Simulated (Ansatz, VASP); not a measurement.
# As in VASP and in Ansatz

Contents of INCAR:

```
SYSTEM = As
PREC     = Accurate       ! precision mode
ENCUT    = 520            ! plane-wave cutoff, eV
EDIFF    = 1E-7           ! SCF threshold, eV
ISMEAR   = -1             ! smearing method
SIGMA    = 0.1            ! smearing width, eV
LREAL    = .FALSE.        ! projectors in reciprocal space
LASPH    = .TRUE.         ! aspherical terms in the spheres
NELM     = 60             ! most SCF steps
ALGO     = Normal         ! electronic algorithm
ISIF     = 2              ! what is computed and relaxed
LWAVE    = .FALSE.        ! write WAVECAR
LCHARG   = .FALSE.        ! write CHGCAR
GGA      = RP             ! functional
NBANDS   = 12             ! bands
```

File KPOINTS:

```
regular mesh
0
G
  10 10 10
  0 0 0
```

The input POSCAR:

```
As
1.0
    0.0000000000      3.0500062309      3.0500062309
    3.0500062309      0.0000000000      3.0500062309
    3.0500062309      3.0500062309      0.0000000000
As
2
Direct
    0.1250000000      0.1250000000      0.1250000000
    0.8750000000      0.8750000000      0.8750000000
```

Input for Ansatz:

```yaml
crystal:
  lattice:
    - [0.0, 3.0500062309, 3.0500062309]
    - [3.0500062309, 0.0, 3.0500062309]
    - [3.0500062309, 3.0500062309, 0.0]
  atoms:
    - { symbol: As, position: [0.125, 0.125, 0.125] }
    - { symbol: As, position: [0.875, 0.875, 0.875] }
hamiltonian:
  xc: rpbe
  pseudopotentials:
    kind: paw
    azcp:
      As: "pseudopotentials/As.paw.azcp"
basis:
  ecutwfc: 420
  fft_grid_basis: typed
kpoints:
  mp_grid: { grid: [10, 10, 10], shift: [0, 0, 0] }
magnetization:
  spin_polarized: false
scf:
  occupations: { method: fermi_dirac, width: 0.1 }
  lower_state_search: "off"
output:
  stress: true
```

Alike in both runs: task single point; functional RPBE; k mesh 10 × 10 × 10; occupations fermi-dirac, width 0.1 eV; no spin polarisation.

|  | VASP | Ansatz |
| --- | --- | --- |
| version | VASP 6.6.1 | Ansatz 0.2.0 |
| potentials or method | VASP PAW PBE potentials, release 64 (As), cutoff 520 eV | plane waves (420 eV) with PAW, scalar-relativistic |
| valence electrons in the cell | 10 | 30 |

|  | VASP | Ansatz | Ansatz less VASP |
| --- | --- | --- | --- |
| pressure (GPa) | 1.8 | 1.7 | -0.09 |

VASP's potentials were made for PBE, not for RPBE. With one functional, cell and mesh, what is left measures potentials, basis and numerics. VASP's potentials hold 10 valence electrons a cell and Ansatz's 30, so a difference there can come from the potentials and not from the codes.
